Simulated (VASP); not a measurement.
BeTe:

```
Be Te
1.0
     0.00000    2.82862    2.82862
     2.82862    0.00000    2.82862
     2.82862    2.82862    0.00000
Be Te
1 1
Direct
  0.00000 0.00000 0.00000
  0.25000 0.25000 0.25000
```

Base run:

```yaml
Program: VASP 6.6.1
Functional: r2SCAN
Potentials_or_basis: VASP PAW PBE potentials, release 64 (Be, Te)
Cutoff: 520 eV
k_mesh: 8 × 8 × 8
Occupations: gaussian, width 0.01 eV
Spin: no spin polarisation
```

Its results: band gap on the k mesh 2.37 eV, indirect (least direct gap 4.03 eV); pressure 0.2 GPa.

**Question.** The run is repeated on the same cell with these changes: functional from r2SCAN to PBE. What comes out?

**Answer.** Band gap on the k mesh 2.01 eV, indirect (least direct gap 3.62 eV); pressure 0.3 GPa.

r2SCAN gives the wider gap, since meta-GGAs in the generalised Kohn-Sham scheme recover part of the derivative discontinuity.

Caveats: spin-orbit coupling is left out, which moves the levels of the heavy elements; the PAW data sets were made with another functional, which shifts forces and pressure a little (some runs).

A k mesh can miss the band edges.
